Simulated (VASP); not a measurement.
Write the native input for VASP 6.6.1 that does the following.

```yaml
Task: relaxation of cell and atoms
Functional: PBE
Potentials_or_basis: VASP PAW PBE potentials, release 64 (Hf_pv, Al, N)
Cutoff: 600 eV
k_mesh: 6 × 6 × 1
Occupations: gaussian, width 0.1 eV
Spin: no spin polarisation
Dipole_correction: no
Further_INCAR_settings: ALGO = Normal; EDIFF = 1e-07; IBRION = 2; EDIFFG = -0.04; NSW = 90; ISIF = 3
```

The structure of HfAl5N6 lies in POSCAR:

```
HfAl5N6
1.0
    3.3495991800      0.0000000000      0.0000000000
   -1.6747995900      2.9008379800      0.0000000000
    0.0000000000      0.0000000000     16.4096176800
Hf Al N
1 5 6
Direct
    0.0000000000      0.0000000000      0.5000000000
    0.3333333300      0.6666666700      0.8333333300
    0.6666666700      0.3333333300      0.6666666700
    0.3333333300      0.6666666700      0.3333333300
    0.6666666700      0.3333333300      0.1666666700
    0.0000000000      0.0000000000      0.0000000000
    0.0000000000      0.0000000000      0.7500000000
    0.3333333300      0.6666666700      0.5833333300
    0.6666666700      0.3333333300      0.4166666700
    0.0000000000      0.0000000000      0.2500000000
    0.3333333300      0.6666666700      0.0833333300
    0.6666666700      0.3333333300      0.9166666700
```

These files were run (other wordings do the same):

INCAR

```
SYSTEM = HfAl5N6
PREC = Accurate
ENCUT = 600
EDIFF = 1E-7
ISMEAR = 0
SIGMA = 0.1
LREAL = .FALSE.
LASPH = .TRUE.
NELM = 120
ALGO = Normal
ISIF = 3
LWAVE = .FALSE.
LCHARG = .FALSE.
GGA = PE
IBRION = 2
NSW = 90
EDIFFG = -0.04
GGA_COMPAT = .FALSE.
NELMIN = 4
```

KPOINTS

```
regular mesh
0
G
  6 6 1
  0 0 0
```

Potentials or basis: VASP PAW PBE potentials, release 64 (Hf_pv, Al, N).

The run is started by

```console
$ cat potpaw_PBE.64/Hf_pv/POTCAR potpaw_PBE.64/Al/POTCAR potpaw_PBE.64/N/POTCAR > POTCAR
$ mpirun -np 1 vasp_std > vasp.out
```

Results of the run:

```json
{
 "Relaxed volume": "9.03 Å³/atom",
 "Relaxed cell": "a = 2.930 Å, b = 2.930 Å, c = 14.575 Å, α = 90.00°, β = 90.00°, γ = 120.00°",
 "Space group after relaxing (to 0.1 Å)": "P-3m1 (No. 164)",
 "Energy gained by relaxing": "801.8 meV/atom",
 "Ionic steps": "13",
 "Pressure after relaxing": "-0.2 GPa",
 "Largest force after relaxing": "0.027 eV/Å",
 "Band gap on the k mesh": "zero (an odd number of electrons rules out a gap without spin polarisation)"
}
```

Caveat: the k points lie up to 0.43 Å⁻¹ apart in the final cell, too coarse for converged energies and pressures of a metal; the volume moved by over 15 % at a fixed basis, so the end points are rough; spin-orbit coupling is left out, which moves the levels of the heavy elements.

It took 12 min on 1 thread of Intel(R) Xeon(R) Platinum 8488C (Sapphire Rapids), on a shared host, peak memory 0.36 GiB.
